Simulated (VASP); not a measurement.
# Cu (Im-3m) in VASP: a series of runs, part 2 of 2

VASP 6.6.1.

## 3. Single point, PBEsol

This run uses another cell than the first one, of 10.78 Å³/atom, 1.043 times its volume.

Input file INCAR:

```
PREC     = Accurate       # precision mode
ENCUT    = 520            # plane-wave cutoff, eV
EDIFF    = 1E-6           # SCF threshold, eV
ISMEAR   = 0              # smearing method
SIGMA    = 0.1            # smearing width, eV
LREAL    = False          # projectors in reciprocal space
LASPH    = True           # aspherical terms in the spheres
NELM     = 60             # most SCF steps
ALGO     = Normal         # electronic algorithm
ISIF     = 2              # what is computed and relaxed
LWAVE    = False          # write WAVECAR
LCHARG   = True           # write CHGCAR
GGA      = PS             # functional
LELF     = True           # ELF
LVHAR    = True         
NBANDS   = 12             # bands
```

Input file KPOINTS:

```
regular mesh
0
Gamma
  23 23 23
```

Input file POSCAR:

```
Cu
1.0
    1.3914194600      1.3914194600      1.3914194600
   -1.3914194600      1.3914194600      1.3914194600
   -1.3914194600     -1.3914194600      1.3914194600
Cu
1
Direct
    0.0000000000      0.0000000000      0.0000000000
```

Potentials or basis: VASP PAW PBE potentials, release 64 (Cu).

The run is started by

```console
$ cat potpaw_PBE.64/Cu/POTCAR > POTCAR
$ mpirun -np 1 vasp_std > vasp.out
```

OUTCAR:

```text
PREC = Accurate
   ENCUT = 520
   EDIFF = 1E-6
   ISMEAR = 0
   LREAL = False
   LASPH = True
   NELM = 60
   ISIF = 2
   GGA = PS

 ion  position               nearest neighbor table
   1  0.000  0.000  0.000-

  LATTYP: Found a body centered cubic cell.
 ALAT       =     2.7828389200

  Lattice vectors:

 A1 = (   1.3914194600,  -1.3914194600,  -1.3914194600)
 A2 = (   1.3914194600,   1.3914194600,   1.3914194600)
 A3 = (  -1.3914194600,  -1.3914194600,   1.3914194600)

Analysis of symmetry for initial positions (statically):
=====================================================================
 Subroutine PRICEL returns:
 Original cell was already a primitive cell.

 Routine SETGRP: Setting up the symmetry group for a
 body centered cubic supercell.

 Subroutine GETGRP returns: Found 48 space group operations
 (whereof 48 operations were pure point group operations)
 out of a pool of 48 trial point group operations.

The static configuration has the point symmetry O_h .

Analysis of symmetry for dynamics (positions and initial velocities):
=====================================================================
 Subroutine PRICEL returns:
 Original cell was already a primitive cell.

 Routine SETGRP: Setting up the symmetry group for a
 body centered cubic supercell.

 Subroutine GETGRP returns: Found 48 space group operations
 (whereof 48 operations were pure point group operations)
 out of a pool of 48 trial point group operations.

The dynamic configuration has the point symmetry O_h .

 Subroutine INISYM returns: Found 48 space group operations
 (whereof 48 operations are pure point group operations),
 and found     1 'primitive' translations

----------------------------------------------------------------------------------------

                                     Primitive cell

  volume of cell :      10.7754

  direct lattice vectors                    reciprocal lattice vectors
     1.391419460  1.391419460  1.391419460     0.359345269  0.000000000  0.359345269
    -1.391419460  1.391419460  1.391419460    -0.359345269  0.359345269  0.000000000
    -1.391419460 -1.391419460  1.391419460     0.000000000 -0.359345269  0.359345269

  length of vectors
     2.410009199  2.410009199  2.410009199     0.508190953  0.508190953  0.508190953

  position of ions in fractional coordinates (direct lattice)
     0.000000000  0.000000000  0.000000000

  ion indices of the primitive-cell ions
   primitive index   ion index
                 1           1

----------------------------------------------------------------------------------------

 KPOINTS: regular mesh

Automatic generation of k-mesh.
 Grid dimensions read from file:
 generate k-points for:   23   23   23

 Generating k-lattice:

  Cartesian coordinates                     Fractional coordinates (reciprocal lattice)
     0.015623707  0.000000000  0.015623707     0.043478261  0.000000000  0.000000000
    -0.015623707  0.015623707  0.000000000     0.000000000  0.043478261  0.000000000
     0.000000000 -0.015623707  0.015623707     0.000000000  0.000000000  0.043478261

  Length of vectors
     0.022095259  0.022095259  0.022095259

  Shift w.r.t. Gamma in fractional coordinates (k-lattice)
     0.000000000  0.000000000  0.000000000

 Subroutine IBZKPT returns following result:
 ===========================================

 Found    364 irreducible k-points:

 Following reciprocal coordinates:
            Coordinates               Weight
  0.000000  0.000000  0.000000      1.000000
  0.043478  0.000000  0.000000     12.000000
  0.086957  0.000000  0.000000     12.000000
  0.130435  0.000000  0.000000     12.000000
  0.173913  0.000000  0.000000     12.000000
  0.217391  0.000000  0.000000     12.000000
[... 16 lines left out ...]
 -0.478261  0.043478 -0.000000     24.000000
  0.173913  0.086957  0.000000     24.000000
 [... further k-points ...]
   k-points           NKPTS =    364   k-points in BZ     NKDIM =    364   number of bands    NBANDS=     12
   number of dos      NEDOS =    301   number of ions     NIONS =      1
   total plane-waves  NPLWV =   5832
   dimension x,y,z NGX =    18 NGY =   18 NGZ =   18
   dimension x,y,z NGXF=    36 NGYF=   36 NGZF=   36
   ions per type =               1
   NGX,Y,Z   is equivalent  to a cutoff of  12.42, 12.42, 12.42 a.u.
   NGXF,Y,Z  is equivalent  to a cutoff of  24.83, 24.83, 24.83 a.u.
 SYSTEM =  unknown system
   PREC   = accura    normal or accurate (medium, high low for compatibility)
   ISTART =      0    job   : 0-new  1-cont  2-samecut
   ICHARG =      2    charge: 1-file 2-atom 10-const
   ISPIN  =      1    spin polarized calculation?
   LNONCOLLINEAR =      F non collinear calculations
   LSORBIT =      F    spin-orbit coupling
   LASPH  =      T    aspherical Exc in radial PAW
   ENCUT  =  520.0 eV  38.22 Ry    6.18 a.u.   4.48  4.48  4.48*2*pi/ulx,y,z
   NELM   =     60;   NELMIN=  2; NELMDL= -5     # of ELM steps
   EDIFF  = 0.1E-05   stopping-criterion for ELM
   LREAL  =      F    real-space projection
   EDIFFG = 0.1E-04   stopping-criterion for IOM
   NSW    =      0    number of steps for IOM
   IBRION =     -1    ionic relax: 0-MD 1-quasi-New 2-CG
   NFREE  =      0    steps in history (QN), initial steepest desc. (CG)
   ISIF   =      2    stress and relaxation
   ISYM   =      2    0-nonsym 1-usesym 2-fastsym
   POTIM  = 0.5000    time-step for ionic-motion
   TEBEG  =    0.0;   TEEND  =   0.0 temperature during run
   PSTRESS=    0.0 pullay stress
   NELECT =      11.0000    total number of electrons
   NUPDOWN=      -1.0000    fix difference up-down
   EMIN   =  10.00;   EMAX   =-10.00  energy-range for DOS
   EFERMI =   0.00;   METHOD = LEGACY
   ISMEAR =     0;   SIGMA  =   0.10  broadening in eV -4-tet -1-fermi 0-gaus
   EFERMI_NEDOS =   21; number of points for ismear=-14 and -15
   IALGO  =     38    algorithm
   IMIX   =      4    mixing-type and parameters
     AMIX     =   0.40;   BMIX     =  1.00
     AMIX_MAG =   1.60;   BMIX_MAG =  1.00
  volume/ion in A,a.u.               =      10.78        72.72
  Fermi-wavevector in a.u.,A,eV,Ry     =   1.648394  3.115013 36.969782  2.717202
  Thomas-Fermi vector in A             =   2.737691
   LORBIT       =      0    0 simple, 1 ext, 2 COOP (PROOUT), +10 PAW based schemes
   GGA     = PS    functional components
   LHFCALC =     F    Hartree Fock is set to
   AEXX    =    0.0000 exact exchange contribution
   IVDW    =     0    specifies the selected vdW correction
   LEPSILON=     F    determine dielectric tensor
   LRPA    =     F    only Hartree local field effects (RPA)
 non-spin polarized calculation
 Gauss-broadening in eV      SIGMA  =   0.10
  energy-cutoff  :      520.00
  volume of cell :       10.78
 maximum number of plane-waves:       321
 NGX is ok and might be reduce to    18
   NGX =  9   NGY =  9   NGZ =  9

 number of electron      11.0000021 magnetization

 Free energy of the ion-electron system (eV)
  ---------------------------------------------------
  ext. energy  EPLUGINS =         0.00000000
  ---------------------------------------------------
  free energy    TOTEN  =        -4.25167124 eV

  energy without entropy =       -4.24995521  energy(sigma->0) =       -4.25081323

 E-fermi :   8.5843     XC(G=0): -13.4533

 val. band max:        8.5423405667   @ k =   0.3043   0.3043   0.3043
 cond. band min:       8.5977273401   @ k =   0.4348   0.1739   0.1304
 fundamental gap:      0.0553867734
 Fermi energy:         8.5842938366

 k-point     1 :       0.0000    0.0000    0.0000
  band No.  band energies     occupation
      1      -1.5168      2.00000
      2       5.1844      2.00000
      3       5.1844      2.00000
      4       5.1844      2.00000
      5       6.3527      2.00000
      6       6.3527      2.00000
      7      34.5235      0.00000
      8      34.5235      0.00000
      9      34.5235      0.00000
     10      38.9764      0.00000
     11      38.9764      0.00000
     12      39.2224      0.00000
[... 331 lines left out ...]
 k-point    24 :       0.1739    0.0870    0.0000
  band No.  band energies     occupation
      1      -0.6003      2.00000
      2       5.0442      2.00000
      3       5.0973      2.00000
      4       5.5761      2.00000
      5       6.1987      2.00000
      6       6.3815      2.00000
      7      29.2353      0.00000
      8      30.2199      0.00000
      9      33.3547      0.00000
     10      34.4466      0.00000
     11      36.9026      0.00000
     12      37.9981      0.00000

 [... further k-points ...]

------------------------ aborting loop because EDIFF is reached ----------------------------------------

  FORCE on cell =-STRESS in cart. coord.  units (eV):
  Direction    XX          YY          ZZ          XY          YZ          ZX
  --------------------------------------------------------------------------------------
  -------------------------------------------------------------------------------------
  Total        0.7221646      0.7221646      0.7221646     -0.0000000      0.0000000     -0.0000000
  in kB      107.3773165    107.3773165    107.3773165     -0.0000000      0.0000000     -0.0000000
  external PRESSURE =     107.3773165 kB  Pullay stress =       0.0000000 kB

 VOLUME and BASIS-vectors are now :
 -----------------------------------------------------------------------------
  energy-cutoff  :      520.00
  volume of cell :       10.78
      direct lattice vectors                 reciprocal lattice vectors
     1.391419460  1.391419460  1.391419460     0.359345269  0.000000000  0.359345269
    -1.391419460  1.391419460  1.391419460    -0.359345269  0.359345269  0.000000000
    -1.391419460 -1.391419460  1.391419460     0.000000000 -0.359345269  0.359345269

 POSITION                                       TOTAL-FORCE (eV/Angst)
 -----------------------------------------------------------------------------------
      0.00000      0.00000      0.00000         0.000000      0.000000     -0.000000
 -----------------------------------------------------------------------------------
    total drift:                               -0.000000     -0.000000      0.000000

  FREE ENERGIE OF THE ION-ELECTRON SYSTEM (eV)
  ---------------------------------------------------
  free  energy   TOTEN  =        -4.2516712403 eV

  energy  without entropy=       -4.2499552144  energy(sigma->0) =       -4.25081323
```

It took 32 s on 1 thread of Intel Xeon Platinum 8488C (Sapphire Rapids), shared host; peak memory 0.16 GiB.

What came out:

```yaml
Free_energy: -4.2517 eV
Pressure: 10.7 GPa
```

Caveat: the PAW data sets were made with another functional, which shifts forces and pressure a little.

## 4. Single point, PBEsol

This run uses another cell than the first one, of 11.05 Å³/atom, 1.070 times its volume.

Input file INCAR:

```
SYSTEM = Cu
PREC = Accurate ; ENCUT = 520
EDIFF = 1E-6 ; ISMEAR = 0
SIGMA = 0.1 ; LREAL = .False.
LASPH = .True. ; NELM = 60
ALGO = Normal ; ISIF = 2
LWAVE = .False. ; LCHARG = .False.
GGA = PS ; NBANDS = 12
```

Input file KPOINTS:

```
regular mesh
0
Gamma
  23 23 23
  0 0 0
```

Input file POSCAR:

```
Cu
1.0
    1.4029959251      1.4029959251      1.4029959251
   -1.4029959251      1.4029959251      1.4029959251
   -1.4029959251     -1.4029959251      1.4029959251
Cu
1
Direct
    0.0000000000      0.0000000000      0.0000000000
```

Potentials or basis: VASP PAW PBE potentials, release 64 (Cu).

The run is started by

```console
$ cat potpaw_PBE.64/Cu/POTCAR > POTCAR
$ mpirun -np 1 vasp_std > vasp.out
```

OUTCAR:

```text
SYSTEM = Cu
   PREC = Accurate
   ENCUT = 520
   EDIFF = 1E-6
   ISMEAR = 0
   LREAL = .False.
   LASPH = .True.
   NELM = 60
   ISIF = 2
   GGA = PS

 ion  position               nearest neighbor table
   1  0.000  0.000  0.000-

  LATTYP: Found a body centered cubic cell.
 ALAT       =     2.8059918502

  Lattice vectors:

 A1 = (   1.4029959251,  -1.4029959251,  -1.4029959251)
 A2 = (   1.4029959251,   1.4029959251,   1.4029959251)
 A3 = (  -1.4029959251,  -1.4029959251,   1.4029959251)

Analysis of symmetry for initial positions (statically):
=====================================================================
 Subroutine PRICEL returns:
 Original cell was already a primitive cell.

 Routine SETGRP: Setting up the symmetry group for a
 body centered cubic supercell.

 Subroutine GETGRP returns: Found 48 space group operations
 (whereof 48 operations were pure point group operations)
 out of a pool of 48 trial point group operations.

The static configuration has the point symmetry O_h .

Analysis of symmetry for dynamics (positions and initial velocities):
=====================================================================
 Subroutine PRICEL returns:
[... 169 lines left out ...]
      5       6.0643      2.00000
      6       6.0643      2.00000
      7      33.9492      0.00000
      8      33.9492      0.00000
      9      33.9492      0.00000
     10      38.2456      0.00000
     11      38.2456      0.00000
     12      38.2643      0.00000
[... 331 lines left out ...]
 k-point    24 :       0.1739    0.0870    0.0000
  band No.  band energies     occupation
      1      -0.7491      2.00000
      2       4.8030      2.00000
      3       4.8544      2.00000
      4       5.3151      2.00000
      5       5.9167      2.00000
      6       6.0918      2.00000
      7      28.6411      0.00000
      8      29.5750      0.00000
      9      32.5863      0.00000
     10      33.8338      0.00000
     11      36.1302      0.00000
     12      37.1915      0.00000

 [... further k-points ...]

------------------------ aborting loop because EDIFF is reached ----------------------------------------

  FORCE on cell =-STRESS in cart. coord.  units (eV):
  Direction    XX          YY          ZZ          XY          YZ          ZX
  --------------------------------------------------------------------------------------
  -------------------------------------------------------------------------------------
  Total        0.3947293      0.3947293      0.3947293      0.0000000      0.0000000      0.0000000
  in kB       57.2506856     57.2506856     57.2506856      0.0000000      0.0000000      0.0000000
  external PRESSURE =      57.2506856 kB  Pullay stress =       0.0000000 kB

 VOLUME and BASIS-vectors are now :
 -----------------------------------------------------------------------------
  energy-cutoff  :      520.00
  volume of cell :       11.05
      direct lattice vectors                 reciprocal lattice vectors
     1.402995925  1.402995925  1.402995925     0.356380223  0.000000000  0.356380223
    -1.402995925  1.402995925  1.402995925    -0.356380223  0.356380223  0.000000000
    -1.402995925 -1.402995925  1.402995925     0.000000000 -0.356380223  0.356380223

 POSITION                                       TOTAL-FORCE (eV/Angst)
 -----------------------------------------------------------------------------------
      0.00000      0.00000      0.00000         0.000000      0.000000     -0.000000
 -----------------------------------------------------------------------------------
    total drift:                               -0.000000     -0.000000      0.000000

  FREE ENERGIE OF THE ION-ELECTRON SYSTEM (eV)
  ---------------------------------------------------
  free  energy   TOTEN  =        -4.2656574369 eV

  energy  without entropy=       -4.2639284910  energy(sigma->0) =       -4.26479296
```

stdout:

```text
POSCAR found type information on POSCAR Cu
 POSCAR found :  1 types and       1 ions
 scaLAPACK will be used
 -----------------------------------------------------------------------------
|                                                                             |
|                                                                             |
|     You enforced a specific xc type in the INCAR file but a different       |
|     I HOPE YOU KNOW WHAT YOU ARE DOING!                                     |
|                                                                             |
 -----------------------------------------------------------------------------

 LDA part: xc-table for (Slater+PW92), standard interpolation
 POSCAR, INCAR and KPOINTS ok, starting setup
 FFT: planning ... GRIDC
 FFT: planning ... GRID_SOFT
 FFT: planning ... GRID
 WAVECAR not read
 entering main loop
```

Wall time 32 s (1 thread of Intel Xeon Platinum 8488C (Sapphire Rapids), shared host); peak memory 0.16 GiB.

Results:

```yaml
Free_energy: -4.2657 eV
Pressure: 5.7 GPa
```

Levels at points of the mesh, in eV from the Fermi level:
```
           k point  band 1  band 2  band 3  band 4  band 5  band 6  band 7  band 8  band 9  band 10
(0.00, 0.00, 0.00)   -9.90   -3.31   -3.31   -3.31   -2.19   -2.19   25.70   25.70   25.70    30.00
```

Caveat: the PAW data sets were made with another functional, which shifts forces and pressure a little.

## 5. Single point, PBEsol

This run uses another cell than the first one, of 11.36 Å³/atom, 1.100 times its volume.

Input file INCAR:

```
SYSTEM = Cu
ALGO = Normal ; EDIFF = 1E-6
ENCUT = 520 ; GGA = PS
ISIF = 2 ; ISMEAR = 0
LASPH = .True. ; LCHARG = .True.
LELF = .True. ; LREAL = .False.
LVHAR = .True. ; LWAVE = .False.
NBANDS = 12 ; NELM = 80
PREC = Accurate ; SIGMA = 0.1
```

Input file KPOINTS:

```
k-points
0
Gamma
  23 23 23
  0 0 0
```

Input file POSCAR:

```
Cu
1.0
    1.4161705077      1.4161705077      1.4161705077
   -1.4161705077      1.4161705077      1.4161705077
   -1.4161705077     -1.4161705077      1.4161705077
Cu
1
Direct
    0.0000000000      0.0000000000      0.0000000000
```

The run is started by

```console
$ cat potpaw_PBE.64/Cu/POTCAR > POTCAR
$ mpirun -np 1 vasp_std > vasp.out
```

Run time: 29 s. Hardware: 1 thread of Intel Xeon Platinum 8488C (Sapphire Rapids), shared host; peak memory 0.16 GiB.

The run converged. Its results:

```yaml
Free_energy: -4.2720 eV
Pressure: 0.7 GPa
```

Levels at points of the mesh, in eV from the Fermi level:
| k point | band 4 | band 5 | band 6 | band 7 | band 8 | band 9 |
| --- | --- | --- | --- | --- | --- | --- |
| (0.00, 0.00, 0.00) | -3.22 | -2.14 | -2.14 | 25.43 | 25.43 | 25.43 |

Caveat: the PAW data sets were made with another functional, which shifts forces and pressure a little.

## 6. Summary

```tsv
cell	gap on the mesh (eV)	pressure (GPa)
a = 2.376 Å, angles 70.5, 109.5, 70.5°, 1 atom	none	20.8
a = 2.410 Å, angles 70.5, 109.5, 70.5°, 1 atom	none	10.7
a = 2.430 Å, angles 70.5, 109.5, 70.5°, 1 atom	none	5.7
a = 2.453 Å, angles 70.5, 109.5, 70.5°, 1 atom	none	0.7
```

Alike in all rows: task single point; level PBEsol; potentials or basis VASP PAW PBE potentials, release 64 (Cu); no spin polarisation; k mesh 23 × 23 × 23; cutoff (eV) 520; smearing gaussian 0.1 eV.

Caveats: the PAW data sets were made with another functional, which shifts forces and pressure a little.

Absolute energies hang on the potentials; compare differences alone.
